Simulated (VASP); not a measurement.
# Pd (P6_3/mmc) in VASP: a series of runs, part 2 of 3

VASP 6.6.1. Earlier steps stand in the parts before.

### 4 Single point, revPBE, collinear spin (14.49 Å³/atom)

This run uses another cell than the first one, of 14.49 Å³/atom.

Input file INCAR:

```
SYSTEM = Pd
PREC = Accurate
ENCUT = 520
EDIFF = 1E-6
ISMEAR = -1
SIGMA = 0.05
LREAL = .False.
LASPH = .True.
NELM = 150
ALGO = Normal
ISIF = 2
LWAVE = .False.
LCHARG = .False.
ISPIN = 2
MAGMOM = 0.36 0.36
LORBIT = 11
LMAXMIX = 4
GGA = RE
NBANDS = 21
```

Input file KPOINTS:

```
Automatic mesh
0
Gamma
  15 15 8
  0 0 0
```

Input file POSCAR:

```
Pd
1.0
    2.7172368397      0.0000000000      0.0000000000
   -1.3586184199      2.3531961313      0.0000000000
    0.0000000000      0.0000000000      4.5328424724
Pd
2
Direct
    0.3333333333      0.6666666667      0.2500000000
    0.6666666667      0.3333333333      0.7500000000
```

Potentials or basis: VASP PAW PBE potentials, release 64 (Pd).

Launch:

```bash
cat potpaw_PBE.64/Pd/POTCAR > POTCAR
mpirun -np 1 vasp_std > vasp.out
```

OUTCAR:

```text
SYSTEM = Pd
   PREC = Accurate
   ENCUT = 520
   EDIFF = 1E-6
   ISMEAR = -1
   LREAL = .False.
   LASPH = .True.
   NELM = 150
   ISIF = 2
   ISPIN = 2
   LORBIT = 11
   GGA = RE

 ion  position               nearest neighbor table
   1  0.333  0.667  0.250-   2 2.76   2 2.76   2 2.76   2 2.76   2 2.76   2 2.76
   2  0.667  0.333  0.750-   1 2.76   1 2.76   1 2.76   1 2.76   1 2.76   1 2.76

  LATTYP: Found a hexagonal cell.
 ALAT       =     2.7172368397
 C/A-ratio  =     1.6681808542

  Lattice vectors:

 A1 = (   2.7172368397,   0.0000000000,   0.0000000000)
 A2 = (  -1.3586184199,   2.3531961313,   0.0000000000)
 A3 = (   0.0000000000,   0.0000000000,   4.5328424724)

Analysis of symmetry for initial positions (statically):
=====================================================================
 Subroutine PRICEL returns:
 Original cell was already a primitive cell.

 Routine SETGRP: Setting up the symmetry group for a
 hexagonal supercell.

 Subroutine GETGRP returns: Found 24 space group operations
 (whereof 12 operations were pure point group operations)
 out of a pool of 24 trial point group operations.

The static configuration has the point symmetry D_3d.
 The point group associated with its full space group is D_6h.

Analysis of symmetry for dynamics (positions and initial velocities):
=====================================================================
 Subroutine PRICEL returns:
 Original cell was already a primitive cell.

 Routine SETGRP: Setting up the symmetry group for a
 hexagonal supercell.

 Subroutine GETGRP returns: Found 24 space group operations
 (whereof 12 operations were pure point group operations)
 out of a pool of 24 trial point group operations.

The dynamic configuration has the point symmetry D_3d.
 The point group associated with its full space group is D_6h.

Analysis of structural, dynamic, and magnetic symmetry:
=====================================================================
 Subroutine PRICEL returns:
 Original cell was already a primitive cell.

 Routine SETGRP: Setting up the symmetry group for a
 hexagonal supercell.

 Subroutine GETGRP returns: Found 24 space group operations
 (whereof 12 operations were pure point group operations)
 out of a pool of 24 trial point group operations.

The overall configuration has the point symmetry D_3d.
 The point group associated with its full space group is D_6h.

 Subroutine INISYM returns: Found 24 space group operations
 (whereof 12 operations are pure point group operations),
 and found     1 'primitive' translations

----------------------------------------------------------------------------------------

                                     Primitive cell

  volume of cell :      28.9839

  direct lattice vectors                    reciprocal lattice vectors
     2.717236840  0.000000000  0.000000000     0.368020919  0.212476977  0.000000000
    -1.358618420  2.353196131  0.000000000     0.000000000  0.424953954  0.000000000
     0.000000000  0.000000000  4.532842472     0.000000000  0.000000000  0.220612123

  length of vectors
     2.717236840  2.717236840  4.532842472     0.424953954  0.424953954  0.220612123

  position of ions in fractional coordinates (direct lattice)
     0.333333333  0.666666667  0.250000000
     0.666666667  0.333333333  0.750000000

  ion indices of the primitive-cell ions
   primitive index   ion index
[... 61 lines left out ...]
   ions per type =               2
   NGX,Y,Z   is equivalent  to a cutoff of  12.24, 12.24, 13.20 a.u.
   NGXF,Y,Z  is equivalent  to a cutoff of  24.47, 24.47, 26.41 a.u.
 SYSTEM =  Pd
   PREC   = accura    normal or accurate (medium, high low for compatibility)
   ISTART =      0    job   : 0-new  1-cont  2-samecut
   ICHARG =      2    charge: 1-file 2-atom 10-const
   ISPIN  =      2    spin polarized calculation?
   LNONCOLLINEAR =      F non collinear calculations
   LSORBIT =      F    spin-orbit coupling
   LASPH  =      T    aspherical Exc in radial PAW
   ENCUT  =  520.0 eV  38.22 Ry    6.18 a.u.   5.05  5.05  8.43*2*pi/ulx,y,z
   NELM   =    150;   NELMIN=  2; NELMDL= -5     # of ELM steps
   EDIFF  = 0.1E-05   stopping-criterion for ELM
   LREAL  =      F    real-space projection
   EDIFFG = 0.1E-04   stopping-criterion for IOM
   NSW    =      0    number of steps for IOM
   IBRION =     -1    ionic relax: 0-MD 1-quasi-New 2-CG
   NFREE  =      0    steps in history (QN), initial steepest desc. (CG)
   ISIF   =      2    stress and relaxation
   ISYM   =      2    0-nonsym 1-usesym 2-fastsym
   POTIM  = 0.5000    time-step for ionic-motion
   TEBEG  =    0.0;   TEEND  =   0.0 temperature during run
   PSTRESS=    0.0 pullay stress
   NELECT =      20.0000    total number of electrons
   NUPDOWN=      -1.0000    fix difference up-down
   EMIN   =  10.00;   EMAX   =-10.00  energy-range for DOS
   EFERMI =   0.00;   METHOD = LEGACY
   ISMEAR =    -1;   SIGMA  =   0.05  broadening in eV -4-tet -1-fermi 0-gaus
   EFERMI_NEDOS =   21; number of points for ismear=-14 and -15
   IALGO  =     38    algorithm
   IMIX   =      4    mixing-type and parameters
     AMIX     =   0.40;   BMIX     =  1.00
     AMIX_MAG =   1.60;   BMIX_MAG =  1.00
  volume/ion in A,a.u.               =      14.49        97.80
  Fermi-wavevector in a.u.,A,eV,Ry     =   1.446659  2.733789 28.474563  2.092821
  Thomas-Fermi vector in A             =   2.564702
   LORBIT       =     11    0 simple, 1 ext, 2 COOP (PROOUT), +10 PAW based schemes
   GGA     = RE    functional components
   LHFCALC =     F    Hartree Fock is set to
   AEXX    =    0.0000 exact exchange contribution
   IVDW    =     0    specifies the selected vdW correction
   LEPSILON=     F    determine dielectric tensor
   LRPA    =     F    only Hartree local field effects (RPA)
 spin polarized calculation
  energy-cutoff  :      520.00
  volume of cell :       28.98
 maximum number of plane-waves:       801
   NGX = 11   NGY = 11   NGZ = 17

 number of electron      19.9999995 magnetization       0.5479879

 Free energy of the ion-electron system (eV)
  ---------------------------------------------------
  ext. energy  EPLUGINS =         0.00000000
  ---------------------------------------------------
  free energy    TOTEN  =        -9.35001474 eV

  energy without entropy =       -9.31511696  energy(sigma->0) =       -9.33256585

 E-fermi :  10.1763     XC(G=0): -13.2193

 val. band max:       10.1762176095   @ k =   0.4000   0.0667   0.3750
 cond. band min:      10.1763889193   @ k =   0.2667  -0.0000   0.1250
 fundamental gap:      0.0001713098
 Fermi energy:        10.1762798367

 spin component 1

 k-point     1 :       0.0000    0.0000    0.0000
  band No.  band energies     occupation
      1       2.9092      1.00000
      2       4.6582      1.00000
      3       7.0110      1.00000
      4       7.2426      1.00000
      5       7.2426      1.00000
      6       7.6033      1.00000
[... 565 lines left out ...]
     20      36.0880      0.00000
     21      36.3571      0.00000

 [... further k-points ...]

 spin component 2

 k-point     1 :       0.0000    0.0000    0.0000
  band No.  band energies     occupation
      1       2.9173      1.00000
      2       4.7977      1.00000
      3       7.2291      1.00000
      4       7.4484      1.00000
      5       7.4484      1.00000
      6       7.8156      1.00000
[... 565 lines left out ...]
     20      36.2087      0.00000
     21      36.6041      0.00000

 [... further k-points ...]
[... 5 lines left out ...]
  --------------------------------------------------------------------------------------
  -------------------------------------------------------------------------------------
  Total        2.7862750      2.7862750      2.6998989     -0.0000000      0.0000000     -0.0000000
  in kB      154.0204258    154.0204258    149.2457058     -0.0000000      0.0000000     -0.0000000
  external PRESSURE =     152.4288525 kB  Pullay stress =       0.0000000 kB

 VOLUME and BASIS-vectors are now :
 -----------------------------------------------------------------------------
  energy-cutoff  :      520.00
  volume of cell :       28.98
      direct lattice vectors                 reciprocal lattice vectors
     2.717236840  0.000000000  0.000000000     0.368020919  0.212476977  0.000000000
    -1.358618420  2.353196131  0.000000000     0.000000000  0.424953954  0.000000000
     0.000000000  0.000000000  4.532842472     0.000000000  0.000000000  0.220612123

 POSITION                                       TOTAL-FORCE (eV/Angst)
 -----------------------------------------------------------------------------------
     -0.00000      1.56880      1.13321        -0.000000     -0.000000      0.000000
      1.35862      0.78440      3.39963         0.000000      0.000000      0.000000
 -----------------------------------------------------------------------------------
    total drift:                               -0.000000      0.000000     -0.000000

  FREE ENERGIE OF THE ION-ELECTRON SYSTEM (eV)
  ---------------------------------------------------
  free  energy   TOTEN  =        -9.3500147399 eV

  energy  without entropy=       -9.3151169569  energy(sigma->0) =       -9.33256585

 total charge

# of ion       s       p       d       tot
------------------------------------------
    1        0.501   0.493   8.494   9.488
    2        0.501   0.493   8.494   9.488
--------------------------------------------------
tot          1.003   0.986  16.987  18.976

 magnetization (x)

# of ion       s       p       d       tot
------------------------------------------
    1       -0.002  -0.007   0.283   0.274
    2       -0.002  -0.007   0.283   0.274
--------------------------------------------------
tot         -0.004  -0.015   0.566   0.547
```

OSZICAR:

```text
N       E                     dE             d eps       ncg     rms          rms(c)
DAV:   1     0.118008315024E+03    0.11801E+03   -0.98401E+03 11372   0.916E+02
DAV:   2    -0.701489750082E+01   -0.12502E+03   -0.11684E+03 12730   0.232E+02
DAV:   3    -0.979609712198E+01   -0.27812E+01   -0.27495E+01 13395   0.364E+01
DAV:   4    -0.981490664628E+01   -0.18810E-01   -0.18806E-01 13642   0.300E+00
DAV:   5    -0.981519087104E+01   -0.28422E-03   -0.28422E-03 13948   0.391E-01    0.115E+01
DAV:   6    -0.938016904898E+01    0.43502E+00   -0.67228E-01 13955   0.802E+00    0.591E+00
DAV:   7    -0.935548648325E+01    0.24683E-01   -0.17853E-02 14419   0.111E+00    0.270E+00
DAV:   8    -0.934994308114E+01    0.55434E-02   -0.20209E-03 13985   0.289E-01    0.816E-01
DAV:   9    -0.934997267505E+01   -0.29594E-04   -0.90056E-05 15102   0.600E-02    0.617E-02
DAV:  10    -0.934999223292E+01   -0.19558E-04   -0.11439E-05 13978   0.255E-02    0.359E-02
DAV:  11    -0.935000680676E+01   -0.14574E-04   -0.71963E-06 13881   0.212E-02    0.174E-02
DAV:  12    -0.935001271557E+01   -0.59088E-05   -0.29912E-06 12345   0.141E-02    0.111E-02
DAV:  13    -0.935001418417E+01   -0.14686E-05   -0.95829E-07  9490   0.838E-03    0.567E-03
DAV:  14    -0.935001473991E+01   -0.55575E-06   -0.53815E-07  8755   0.610E-03
   1 F= -.93500147E+01 E0= -.93325658E+01  d E =-.348978E-01  mag=     0.5501
```

Wall time 56 s (1 thread of Intel Xeon 6975P-C (Granite Rapids), shared host); peak memory 0.23 GiB.

Results:

- Free energy: -9.3500 eV
- Pressure: 15.2 GPa
- Net moment: 0.55 μB per cell
- Site moments: Pd +0.27 μB
- Valence electrons inside the program's atomic spheres: Pd 9.49

Stress tensor (GPa, compression positive):
```
15.40  0.00  0.00
 0.00 15.40  0.00
 0.00  0.00 14.92
```

Levels at points of the mesh, in eV from the Fermi level:
Spin up:
```
           k point  band 7  band 8  band 9  band 10  band 11  band 12  band 13  band 14
(0.00, 0.00, 0.00)   -2.57   -1.83   -1.83    -0.37    -0.37     0.80     7.08    17.18
(0.00, 0.00, 0.50)   -2.97   -2.97   -0.84    -0.84    -0.84    -0.84    14.19    14.19
```
Spin down:
| k point | band 6 | band 7 | band 8 | band 9 | band 10 | band 11 | band 12 | band 13 | band 14 | band 15 |
| --- | --- | --- | --- | --- | --- | --- | --- | --- | --- | --- |
| (0.00, 0.00, 0.00) | -2.36 | -2.36 | -1.64 | -1.64 | -0.16 | -0.16 | 0.79 | 7.22 | 17.16 | 18.76 |
| (0.00, 0.00, 0.50) | -2.77 | -2.77 | -2.77 | -0.64 | -0.64 | -0.64 | -0.64 | 14.24 | 14.24 | 17.74 |

Caveat: the cell stands under pressure; the PAW data sets were made with another functional, which shifts forces and pressure a little.

### 5 Single point, revPBE, collinear spin (15.12 Å³/atom)

This run uses another cell than the first one, of 15.12 Å³/atom.

Input file INCAR:

```
SYSTEM = Pd
ALGO     = Normal         ! electronic algorithm
EDIFF    = 1E-7           ! SCF threshold, eV
ENCUT    = 520            ! plane-wave cutoff, eV
GGA      = RE             ! functional
ISIF     = 2              ! what is computed and relaxed
ISMEAR   = -1             ! smearing method
ISPIN    = 2              ! spin polarisation
LASPH    = .TRUE.         ! aspherical terms in the spheres
LCHARG   = .TRUE.         ! write CHGCAR
LELF     = .TRUE.         ! ELF
LMAXMIX  = 4              ! l up to which the mixer works
LORBIT   = 11             ! projections on sites
LREAL    = .FALSE.        ! projectors in reciprocal space
LVHAR    = .TRUE.       
LWAVE    = .FALSE.        ! write WAVECAR
MAGMOM   = 0.36 0.36      ! initial moments
NBANDS   = 21             ! bands
NELM     = 150            ! most SCF steps
PREC     = Accurate       ! precision mode
SIGMA    = 0.05           ! smearing width, eV
```

Input file KPOINTS:

```
k-points
0
G
  15 15 8
  0 0 0
```

Input file POSCAR:

```
Pd
1.0
    2.7560597541      0.0000000000      0.0000000000
   -1.3780298770      2.3868177614      0.0000000000
    0.0000000000      0.0000000000      4.5976061148
Pd
2
Direct
    0.3333333333      0.6666666667      0.2500000000
    0.6666666667      0.3333333333      0.7500000000
```

Launch:

```bash
cat potpaw_PBE.64/Pd/POTCAR > POTCAR
mpirun -np 1 vasp_std > vasp.out
```

Wall time 58 s (1 thread of Intel Xeon 6975P-C (Granite Rapids), shared host); peak memory 0.23 GiB.

Results (log left out):

* Free energy: -9.4346 eV
* Pressure: 6.5 GPa
* Net moment: 0.66 μB per cell
* Site moments: Pd +0.33 μB
* Valence electrons inside the program's atomic spheres: Pd 9.40

Stress tensor (GPa, compression positive):
```
6.65 0.00 0.00
0.00 6.65 0.00
0.00 0.00 6.08
```

Levels at points of the mesh, in eV from the Fermi level:
Spin up:
```tsv
k point	band 8	band 9	band 10	band 11	band 12	band 13
(0.00, 0.00, 0.00)	-1.74	-1.74	-0.38	-0.38	0.90	6.73
(0.00, 0.00, 0.50)	-2.81	-0.82	-0.82	-0.82	-0.82	13.84
```
Spin down:
```csv
k point,band 7,band 8,band 9,band 10,band 11,band 12,band 13,band 14
"(0.00, 0.00, 0.00)",-2.18,-1.52,-1.52,-0.14,-0.14,0.88,6.90,17.10
"(0.00, 0.00, 0.50)",-2.57,-2.57,-0.58,-0.58,-0.58,-0.58,13.89,13.89
```

Caveat: the cell stands under pressure; the PAW data sets were made with another functional, which shifts forces and pressure a little.

[end of part 2 of 3]
